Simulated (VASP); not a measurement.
MgB2, 3 atoms in the cell. Symmetry: P6/mmm, No. 191, hexagonal system. The conventional cell has a = 3.035 Å, b = 3.035 Å, c = 3.485 Å, α = 90.00°, β = 90.00°, γ = 120.00°. Within 3.3 Å of Mg (site symmetry 6/mmm) lie 12 B at 2.47 Å and 6 Mg at 3.03 Å. B (site symmetry -6m2) has 3 B at 1.75 Å within 2.3 Å. 

```yaml
Program: VASP 6.6.1
Task: relaxation of shape and atoms at fixed volume
Functional: r2SCAN
Potentials_or_basis: VASP PAW PBE potentials, release 64 (Mg, B)
Cutoff: 600 eV
k_mesh: 15 × 15 × 12
Occupations: gaussian, width 0.1 eV
Spin: no spin polarisation
Dipole_correction: no
Further_INCAR_settings: ALGO = Normal; EDIFF = 1e-07; IBRION = 2; EDIFFG = -0.01; NSW = 50; ISIF = 4
```

Potentials or basis: VASP PAW PBE potentials, release 64 (Mg, B).

Run with:

```console
$ cat potpaw_PBE.64/Mg/POTCAR potpaw_PBE.64/B/POTCAR > POTCAR
$ cp INCAR.step1 INCAR
$ mpirun -np 1 vasp_std > vasp.out
$ cp INCAR.step2 INCAR
$ mpirun -np 1 vasp_std > vasp.out
```

Hardware: 1 thread of Intel Xeon 8259CL, on a shared host.

Problem. Estimate the wall time of this run.

Solution. It took 8.5 min on 1 thread of Intel Xeon 8259CL, on a shared host, peak memory 0.2 GiB. Counts: k points 189, ion steps 3.
